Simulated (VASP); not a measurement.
# Ir (P6/mmm) in VASP: a series of runs, part 2 of 2

VASP 6.6.1. The steps go on from the part before.

## (3) Single point, PBE

This run uses another cell than the first one, of 12.72 Å³/atom, 1.133 times its volume.

The input, INCAR:

```
PREC = Accurate ; ENCUT = 500
EDIFF = 1E-6 ; ISMEAR = -1
SIGMA = 0.08 ; LREAL = F
LASPH = T ; NELM = 120
ALGO = Normal ; ISIF = 2
LWAVE = F ; LCHARG = F
GGA = PE ; NBANDS = 20
GGA_COMPAT = F
```

The input, KPOINTS:

```
Automatic mesh
0
Gamma
  8 8 11
```

The input, POSCAR:

```
Ir
1.0
    4.1635285314      0.0000000000      0.0000000000
   -2.0817642657      3.6057214776      0.0000000000
    0.0000000000      0.0000000000      2.5424764132
Ir
3
Direct
    0.0000000000      0.0000000000      0.0000000000
    0.3333333333      0.6666666667      0.5000000000
    0.6666666667      0.3333333333      0.5000000000
```

Potentials or basis: VASP PAW PBE potentials, release 64 (Ir).

Launch:

```console
> cat potpaw_PBE.64/Ir/POTCAR > POTCAR
> mpirun -np 1 vasp_std > vasp.out
```

OUTCAR:

```text
PREC = Accurate
   ENCUT = 500
   EDIFF = 1E-6
   ISMEAR = -1
   LREAL = F
   LASPH = T
   NELM = 120
   ISIF = 2
   GGA = PE

 ion  position               nearest neighbor table
   1  0.000  0.000  0.000-   2 2.72   3 2.72   2 2.72   3 2.72   3 2.72   3 2.72   2 2.72   2 2.72
                             3 2.72   3 2.72   2 2.72   2 2.72
   2  0.333  0.667  0.500-   3 2.40   3 2.40   3 2.40   1 2.72   1 2.72   1 2.72   1 2.72   1 2.72
                             1 2.72
   3  0.667  0.333  0.500-   2 2.40   2 2.40   2 2.40   1 2.72   1 2.72   1 2.72   1 2.72   1 2.72
                             1 2.72

  LATTYP: Found a hexagonal cell.
 ALAT       =     4.1635285314
 C/A-ratio  =     0.6106542549

  Lattice vectors:

 A1 = (   4.1635285314,   0.0000000000,   0.0000000000)
 A2 = (  -2.0817642657,   3.6057214776,   0.0000000000)
 A3 = (   0.0000000000,   0.0000000000,   2.5424764132)

Analysis of symmetry for initial positions (statically):
=====================================================================
 Subroutine PRICEL returns:
 Original cell was already a primitive cell.

 Routine SETGRP: Setting up the symmetry group for a
 hexagonal supercell.

 Subroutine GETGRP returns: Found 24 space group operations
 (whereof 24 operations were pure point group operations)
 out of a pool of 24 trial point group operations.

The static configuration has the point symmetry D_6h.

Analysis of symmetry for dynamics (positions and initial velocities):
=====================================================================
 Subroutine PRICEL returns:
 Original cell was already a primitive cell.

 Routine SETGRP: Setting up the symmetry group for a
 hexagonal supercell.

 Subroutine GETGRP returns: Found 24 space group operations
 (whereof 24 operations were pure point group operations)
 out of a pool of 24 trial point group operations.

The dynamic configuration has the point symmetry D_6h.

 Subroutine INISYM returns: Found 24 space group operations
[... 109 lines left out ...]
   PSTRESS=    0.0 pullay stress
   NELECT =      27.0000    total number of electrons
   NUPDOWN=      -1.0000    fix difference up-down
   EMIN   =  10.00;   EMAX   =-10.00  energy-range for DOS
   EFERMI =   0.00;   METHOD = LEGACY
   ISMEAR =    -1;   SIGMA  =   0.08  broadening in eV -4-tet -1-fermi 0-gaus
   EFERMI_NEDOS =   21; number of points for ismear=-14 and -15
   IALGO  =     38    algorithm
   IMIX   =      4    mixing-type and parameters
     AMIX     =   0.40;   BMIX     =  1.00
     AMIX_MAG =   1.60;   BMIX_MAG =  1.00
  volume/ion in A,a.u.               =      12.72        85.86
  Fermi-wavevector in a.u.,A,eV,Ry     =   1.458677  2.756500 28.949650  2.127739
  Thomas-Fermi vector in A             =   2.575334
   LORBIT       =      0    0 simple, 1 ext, 2 COOP (PROOUT), +10 PAW based schemes
   GGA     = PE    functional components
   LHFCALC =     F    Hartree Fock is set to
   AEXX    =    0.0000 exact exchange contribution
   IVDW    =     0    specifies the selected vdW correction
   LEPSILON=     F    determine dielectric tensor
   LRPA    =     F    only Hartree local field effects (RPA)
 non-spin polarized calculation
  energy-cutoff  :      500.00
  volume of cell :       38.17
 maximum number of plane-waves:       993
   NGX = 15   NGY = 15   NGZ =  9

 number of electron      27.0000007 magnetization

 Free energy of the ion-electron system (eV)
  ---------------------------------------------------
  ext. energy  EPLUGINS =         0.00000000
  ---------------------------------------------------
  free energy    TOTEN  =       -24.16289965 eV

  energy without entropy =      -24.08031189  energy(sigma->0) =      -24.12160577

 E-fermi :  12.3775     XC(G=0): -14.6065

 val. band max:       12.3773484382   @ k =   0.3750   0.1250   0.0909
 cond. band min:      12.3839281678   @ k =   0.3750   0.1250   0.1818
 fundamental gap:      0.0065797295
 Fermi energy:        12.3775068986

 k-point     1 :       0.0000    0.0000    0.0000
  band No.  band energies     occupation
      1       0.0624      2.00000
      2       3.6592      2.00000
      3       6.4229      2.00000
      4       6.8655      2.00000
      5       6.8655      2.00000
      6       6.9125      2.00000
[... 541 lines left out ...]
     19      20.8593      0.00000
     20      25.5317      0.00000

 [... further k-points ...]
[... 5 lines left out ...]
  --------------------------------------------------------------------------------------
  -------------------------------------------------------------------------------------
  Total       18.9800073     18.9800073     18.9692849      0.0000000      0.0000000      0.0000000
  in kB      796.7027271    796.7027271    796.2526427      0.0000000      0.0000000      0.0000000
  external PRESSURE =     796.5526989 kB  Pullay stress =       0.0000000 kB

 VOLUME and BASIS-vectors are now :
 -----------------------------------------------------------------------------
  energy-cutoff  :      500.00
  volume of cell :       38.17
      direct lattice vectors                 reciprocal lattice vectors
     4.163528531  0.000000000  0.000000000     0.240180893  0.138668503  0.000000000
    -2.081764266  3.605721478  0.000000000     0.000000000  0.277337006  0.000000000
     0.000000000  0.000000000  2.542476413     0.000000000  0.000000000  0.393317316

 POSITION                                       TOTAL-FORCE (eV/Angst)
 -----------------------------------------------------------------------------------
      0.00000      0.00000      0.00000        -0.000000      0.000000      0.000000
     -0.00000      2.40381      1.27124         0.000000      0.000000      0.000000
      2.08176      1.20191      1.27124         0.000000     -0.000000     -0.000000
 -----------------------------------------------------------------------------------
    total drift:                               -0.000000      0.000000      0.000000

  FREE ENERGIE OF THE ION-ELECTRON SYSTEM (eV)
  ---------------------------------------------------
  free  energy   TOTEN  =       -24.1628996529 eV

  energy  without entropy=      -24.0803118866  energy(sigma->0) =      -24.12160577
```

OSZICAR:

```text
N       E                     dE             d eps       ncg     rms          rms(c)
DAV:   1     0.273019777182E+03    0.27302E+03   -0.11938E+04  2400   0.130E+03
DAV:   2    -0.145088236106E+02   -0.28753E+03   -0.27336E+03  2408   0.404E+02
DAV:   3    -0.253104999818E+02   -0.10802E+02   -0.10271E+02  2832   0.909E+01
DAV:   4    -0.255274422823E+02   -0.21694E+00   -0.21610E+00  2780   0.112E+01
DAV:   5    -0.255320985018E+02   -0.46562E-02   -0.46557E-02  2780   0.166E+00    0.373E+01
DAV:   6    -0.244997185990E+02    0.10324E+01   -0.14957E+00  2752   0.136E+01    0.179E+01
DAV:   7    -0.245856019274E+02   -0.85883E-01   -0.34538E+00  3308   0.201E+01    0.700E+00
DAV:   8    -0.241729400155E+02    0.41266E+00   -0.23283E+00  3328   0.148E+01    0.161E+00
DAV:   9    -0.241628754408E+02    0.10065E-01   -0.40440E-02  2616   0.214E+00    0.299E-01
DAV:  10    -0.241628894021E+02   -0.13961E-04   -0.98362E-04  3028   0.332E-01    0.509E-02
DAV:  11    -0.241628973801E+02   -0.79780E-05   -0.28893E-05  2696   0.500E-02    0.130E-02
DAV:  12    -0.241629002973E+02   -0.29172E-05   -0.46108E-06  2668   0.237E-02    0.260E-03
DAV:  13    -0.241628996529E+02    0.64431E-06   -0.16215E-07  1516   0.367E-03
   1 F= -.24162900E+02 E0= -.24121606E+02  d E =-.825878E-01
```

It took 21 s on 1 thread of Intel Xeon 6975P-C (Granite Rapids), shared host; peak memory 0.17 GiB.

What came out:

| Quantity | Value |
| --- | --- |
| Free energy | -24.1629 eV |
| Pressure | 79.7 GPa |

Levels at points of the mesh, in eV from the Fermi level:
```tsv
k point	band 12	band 13	band 14	band 15	band 16	band 17
(0.00, 0.00, 0.00)	-2.48	-2.43	-2.43	1.52	1.52	7.03
(0.50, 0.00, 0.00)	-0.69	-0.58	0.34	0.34	0.35	0.43
```

Caveat: spin-orbit coupling is left out, which moves the levels of the heavy elements.

## (4) Single point, PBE

The input, INCAR:

```
SYSTEM = Ir
PREC = Accurate
ENCUT = 500
EDIFF = 1E-6
ISMEAR = -1
SIGMA = 0.08
LREAL = .FALSE.
LASPH = .TRUE.
NELM = 120
ALGO = Normal
ISIF = 2
LWAVE = .FALSE.
LCHARG = .FALSE.
GGA = PE
NBANDS = 20
GGA_COMPAT = .FALSE.
```

The input, KPOINTS:

```
Automatic mesh
0
G
  8 8 11
  0 0 0
```

POSCAR is that of step 3.

Launch:

```console
> cat potpaw_PBE.64/Ir/POTCAR > POTCAR
> mpirun -np 1 vasp_std > vasp.out
```

Wall time 20 s (1 thread of Intel Xeon 6975P-C (Granite Rapids), shared host); peak memory 0.16 GiB.

The run converged. Its results:

| Quantity | Value |
| --- | --- |
| Free energy | -24.1629 eV |
| Pressure | 79.7 GPa |

Levels at points of the mesh, in eV from the Fermi level:
```
           k point  band 12  band 13  band 14  band 15  band 16  band 17
(0.00, 0.00, 0.00)    -2.48    -2.43    -2.43     1.52     1.52     7.03
(0.50, 0.00, 0.00)    -0.69    -0.58     0.34     0.34     0.35     0.43
```

Caveat: spin-orbit coupling is left out, which moves the levels of the heavy elements.

## (5) Relaxation of shape and atoms at fixed volume, PBE

This run uses another cell than the first one, of 5.99 Å³/atom, 0.533 times its volume.

The input, INCAR:

```
PREC     = Accurate       # precision mode
ENCUT    = 500            # plane-wave cutoff, eV
EDIFF    = 1E-7           # SCF threshold, eV
ISMEAR   = -1             # smearing method
SIGMA    = 0.08           # smearing width, eV
LREAL    = False          # projectors in reciprocal space
LASPH    = True           # aspherical terms in the spheres
NELM     = 120            # most SCF steps
ALGO     = Normal         # electronic algorithm
ISIF     = 4              # what is computed and relaxed
LWAVE    = False          # write WAVECAR
LCHARG   = False          # write CHGCAR
GGA      = PE             # functional
IBRION   = 2              # ionic algorithm
NSW      = 50             # ionic steps
EDIFFG   = -0.005         # ionic threshold
GGA_COMPAT= False        
NELMIN   = 4
```

The input, KPOINTS:

```
Automatic mesh
0
Gamma
  8 8 11
```

The input, POSCAR:

```
Ir
1.0
    3.2279368308      0.0000000000      0.0000000000
   -1.6139684154      2.7954752972      0.0000000000
    0.0000000000      0.0000000000      1.9905405723
Ir
3
Direct
    0.0000000000      0.0000000000      0.0000000000
    0.3333333333      0.6666666667      0.5000000000
    0.6666666667      0.3333333333      0.5000000000
```

Launch:

```console
> cat potpaw_PBE.64/Ir/POTCAR > POTCAR
> mpirun -np 1 vasp_std > vasp.out
```

Wall time 50 s (1 thread of Intel Xeon 6975P-C (Granite Rapids), shared host); peak memory 0.13 GiB.

The run converged, but its numbers aren't listed here, since they failed a check.

Caveat: spin-orbit coupling is left out, which moves the levels of the heavy elements.

## (6) Single point, PBE

This run uses another cell than the first one, of 14.22 Å³/atom, 1.267 times its volume.

The input, INCAR:

```
PREC = Accurate
ENCUT = 500
EDIFF = 1E-6
ISMEAR = -1
SIGMA = 0.08
LREAL = False
LASPH = True
NELM = 120
ALGO = Normal
ISIF = 2
LWAVE = False
LCHARG = False
GGA = PE
NBANDS = 20
GGA_COMPAT = False
```

KPOINTS is that of step 5.

The input, POSCAR:

```
Ir
1.0
    4.3118554429      0.0000000000      0.0000000000
   -2.1559277215      3.7341763510      0.0000000000
    0.0000000000      0.0000000000      2.6494535959
Ir
3
Direct
    0.0000000000      0.0000000000      0.0000000000
    0.3333333333      0.6666666667      0.5000000000
    0.6666666667      0.3333333333      0.5000000000
```

Potentials or basis: VASP PAW PBE potentials, release 64 (Ir).

Launch:

```console
> cat potpaw_PBE.64/Ir/POTCAR > POTCAR
> mpirun -np 1 vasp_std > vasp.out
```

Wall time 22 s (1 thread of Intel Xeon 6975P-C (Granite Rapids), shared host); peak memory 0.16 GiB.

The run converged. Its results:

- Free energy: -25.4671 eV
- Pressure: 19.3 GPa

Stress tensor (GPa, compression positive):
```
19.35  0.00  0.00
 0.00 19.35  0.00
 0.00  0.00 19.14
```

Levels at points of the mesh, in eV from the Fermi level:
| k point | band 11 | band 12 | band 13 | band 14 | band 15 | band 16 | band 17 | band 18 |
| --- | --- | --- | --- | --- | --- | --- | --- | --- |
| (0.00, 0.00, 0.00) | -2.12 | -2.12 | -2.07 | -2.07 | 1.22 | 1.22 | 6.25 | 7.54 |
| (0.50, 0.00, 0.00) | -1.82 | -0.58 | -0.33 | 0.24 | 0.25 | 0.32 | 0.36 | 1.30 |

Caveat: spin-orbit coupling is left out, which moves the levels of the heavy elements.

## (7) Overview

| cell | gap on the mesh (eV) | pressure (GPa) |
| --- | --- | --- |
| a = 4.001, b = 4.001, c = 2.430 Å, angles 90.0, 90.0, 120.0°, 3 atoms | none | 191.0 |
| a = 4.164, b = 4.164, c = 2.542 Å, angles 90.0, 90.0, 120.0°, 3 atoms | none | 79.7 |
| a = 4.312, b = 4.312, c = 2.649 Å, angles 90.0, 90.0, 120.0°, 3 atoms | none | 19.3 |

Alike in all rows: task single point; level PBE; potentials or basis VASP PAW PBE potentials, release 64 (Ir); no spin polarisation; k mesh 8 × 8 × 11; cutoff (eV) 500; smearing fermi-dirac 0.08 eV.

Caveats: spin-orbit coupling is left out, which moves the levels of the heavy elements.

Total energies depend on the potentials used, so only differences within one code and one set of settings carry meaning.
